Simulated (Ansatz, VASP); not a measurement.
ZnSe: VASP beside Ansatz

The input INCAR:

```
  ALGO = Normal
  EDIFF = 1E-6
  ENCUT = 520
  GGA = PE
  ISIF = 2
  ISMEAR = 0
  LASPH = True
  LCHARG = True
  LELF = True
  LREAL = False
  LVHAR = True
  LWAVE = False
  NBANDS = 16
  NELM = 100
  PREC = Accurate
  SIGMA = 0.05
```

The input KPOINTS:

```
k-points
0
Gamma
  10 10 10
```

The input POSCAR:

```
ZnSe
1.0
    0.0000000000      2.8401114153      2.8401114153
    2.8401114153      0.0000000000      2.8401114153
    2.8401114153      2.8401114153      0.0000000000
Zn Se
1 1
Direct
    0.0000000000      0.0000000000      0.0000000000
    0.7500000000      0.7500000000      0.7500000000
```

Input for Ansatz:

```yaml
crystal:
  lattice:
    - [0.0, 2.8401114153, 2.8401114153]
    - [2.8401114153, 0.0, 2.8401114153]
    - [2.8401114153, 2.8401114153, 0.0]
  atoms:
    - { symbol: Zn, position: [0.0, 0.0, 0.0] }
    - { symbol: Se, position: [0.75, 0.75, 0.75] }
basis:
  ecutwfc: 520.0
kpoints:
  mp_grid: { grid: [10, 10, 10] }
hamiltonian:
  xc: pbe
  pseudopotentials: { kind: paw, azcp: { folder: soft_1 } }
scf:
  occupations: { method: gaussian, width: 0.05 }
output:
  forces: true
  stress: true
  eigenvalues: true
```

Alike in both runs: task single point; functional PBE; k mesh 10 × 10 × 10; occupations gaussian, width 0.05 eV; no spin polarisation.

|  | VASP | Ansatz |
| --- | --- | --- |
| version | VASP 6.6.1 | Ansatz 0.2.0 |
| potentials or method | VASP PAW PBE potentials, release 64 (Zn, Se), cutoff 520 eV | scalar-relativistic, plane waves, PAW |
| valence electrons in the cell | 18 | 28 |

|  | VASP | Ansatz | Ansatz less VASP |
| --- | --- | --- | --- |
| gap on the k mesh at the Fermi level (eV) | 1.26 | 1.26 | -0.004 |
| least direct gap on the mesh (eV) | 1.26 | 1.26 | -0.004 |
| pressure (GPa) | 1.9 | 1.7 | -0.24 |

VASP's potentials hold 18 valence electrons a cell and Ansatz's 28, so a difference there can come from the potentials and not from the codes.
